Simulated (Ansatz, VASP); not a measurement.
**One calculation of V, two programs**

```
V
1.0
    -1.55882    1.55882    1.49887
     1.55882   -1.55882    1.49887
     1.55882    1.55882   -1.49887
V
1
Cartesian
  0.0000 0.0000 0.0000
```

Change from the starting cell: x and y stretched by +4 %, z held, crystal datasets.

Alike in both runs: task electric field gradients; functional PBE; k mesh 16 × 16 × 16; occupations fermi-dirac, width 0.05 eV; collinear spin.

```csv
,VASP,Ansatz
version,VASP 6.6.1,Ansatz 0.2.0
potentials or method,"VASP PAW PBE potentials, release 64 (V_sv), cutoff 520 eV","all-electron PAW with datasets made for the crystal, scalar-relativistic"
```

|  | VASP | Ansatz | Ansatz less VASP |
| --- | --- | --- | --- |
| pressure (GPa) | -12.0 | -12.2 | -0.22 |
| traceless stress, the component that is largest in VASP (GPa) | 2.68 | 2.69 | +0.016 |
| net moment per atom (μB) | 0.00 | 0.00 | 0.000 |
| size of Vzz on the site where it differs most (V/Å²) | 3.0 | 2.9 | -0.10 |

Ansatz ran all-electron here, and VASP with PAW potentials. Ansatz's warnings: seeded moment not kept.
